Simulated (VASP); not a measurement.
Write the native input for VASP 6.6.1 that does the following.

```yaml
Task: single point
Functional: PBE
Dispersion: D3(BJ)
Potentials_or_basis: VASP PAW PBE potentials, release 64 (C, O, H)
Cutoff: 520 eV
k_mesh: 1 × 1 × 1
Occupations: fermi-dirac, width 0.02 eV
Spin: no spin polarisation
Dipole_correction: no
Further_INCAR_settings: LREAL = Auto; ALGO = Normal; EDIFF = 1e-06; NBANDS = 70
```

The structure of H2CO lies in POSCAR:

```
H2CO
1.0
    8.7538210000      0.0000000000      0.0000000000
    0.0000000000      8.7538210000      0.0000000000
    0.0000000000      0.0000000000      8.7538210000
C O H
8 8 16
Direct
    0.5591729600      0.7443035447      0.5425630705
    0.3493674362      0.2287686714      0.4333421942
    0.2601264065      0.8699058388      0.8262791757
    0.1172516550      0.5923470448      0.3892471642
    0.5868180307      0.6740942041      0.1733528707
    0.8035462457      0.3278911004      0.1219924419
    0.2492054612      0.4367692691      0.9262355262
    0.9046792252      0.1438000617      0.6571416071
    0.4385170773      0.6960960248      0.5571852566
    0.6800801616      0.7970804978      0.5345894096
    0.3381494778      0.0943702184      0.4610672300
    0.3683305839      0.3599799448      0.4026698741
    0.1505856700      0.8307800674      0.7625812774
    0.3697699553      0.9086203613      0.9003154165
    0.0941531704      0.5293916794      0.5062246532
    0.1317710289      0.6696047360      0.2775816412
    0.6577813277      0.6261722738      0.0675819165
    0.5968936308      0.5790043000      0.2612687648
    0.4651111783      0.6687251202      0.1597359599
    0.6376872454      0.7768036381      0.2151860313
    0.8199733579      0.4140363391      0.2091429560
    0.8375999464      0.3868367882      0.0177979422
    0.6845696297      0.2956423258      0.1208729308
    0.8606641603      0.2159057171      0.1519108056
    0.2963277408      0.4236664195      1.0397516696
    0.2249303476      0.3211740336      0.8844594835
    0.3289991879      0.5036886178      0.8550551810
    0.1353694575      0.5021578577      0.9314104092
    0.9222144250      0.2037281777      0.7590171195
    0.7854512904      0.1033491546      0.6370589483
    0.9752655440      0.0371266445      0.6679140458
    0.9341977635      0.1858616940      0.5412493584
```

These files were run (other wordings do the same):

INCAR

```
ALGO = Normal
EDIFF = 1E-6
ENCUT = 520
GGA = PE
ISIF = 2
ISMEAR = -1
IVDW = 12
LASPH = True
LCHARG = True
LELF = True
LREAL = Auto
LVHAR = True
LWAVE = False
NBANDS = 70
NELM = 80
PREC = Accurate
SIGMA = 0.02
```

KPOINTS

```
k-points
0
Gamma
  1 1 1
```

Potentials or basis: VASP PAW PBE potentials, release 64 (C, O, H).

Launch:

```console
$ cat potpaw_PBE.64/C/POTCAR potpaw_PBE.64/O/POTCAR potpaw_PBE.64/H/POTCAR > POTCAR
$ mpirun -np 1 vasp_gam > vasp.out
```

Results of the run:

```json
{"Pressure": "-0.7 GPa", "Largest force": "3.866 eV/Å", "Band gap on the k mesh": "6.36 eV", "Dispersion energy per atom": "-0.025 eV"}
```

Caveat: the k points lie up to 0.72 Å⁻¹ apart.

It took 94 s on 1 thread of AMD EPYC 7R13 Processor (Zen 3), on a shared host, peak memory 0.62 GiB.
